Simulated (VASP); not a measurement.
SbPt, 8 atoms in the cell. The cell holds a disordered packing, 8 atoms: a = 6.319 Å, b = 5.362 Å, c = 5.963 Å, α = 108.30°, β = 70.50°, γ = 94.64°. 

| Quantity | Value |
| --- | --- |
| Program | VASP 6.6.1 |
| Task | single point |
| Functional | r2SCAN |
| Potentials or basis | VASP PAW PBE potentials, release 64 (Pt, Sb) |
| Cutoff | 520 eV |
| k mesh | 3 × 4 × 4, shifted |
| Occupations | fermi-dirac, width 0.1 eV |
| Spin | no spin polarisation |
| Dipole correction | no |
| Further INCAR settings | ALGO = Normal; EDIFF = 1e-06; NBANDS = 40 |

Potentials or basis: VASP PAW PBE potentials, release 64 (Pt, Sb).

The run is started by

```sh
$ cat potpaw_PBE.64/Pt/POTCAR potpaw_PBE.64/Sb/POTCAR > POTCAR
$ cp INCAR.step1 INCAR
$ mpirun -np 1 vasp_std > vasp.out
$ cp INCAR.step2 INCAR
$ mpirun -np 1 vasp_std > vasp.out
```

Hardware: 1 thread of Intel(R) Xeon(R) Platinum 8259CL CPU @ 2.50GHz (Skylake/Cascade Lake) (shared host).

Q: Estimate the wall time of this run.

A: It took 7.5 min on 1 thread of Intel(R) Xeon(R) Platinum 8259CL CPU @ 2.50GHz (Skylake/Cascade Lake) (shared host), peak memory 0.4 GiB. Counts: k points 24.
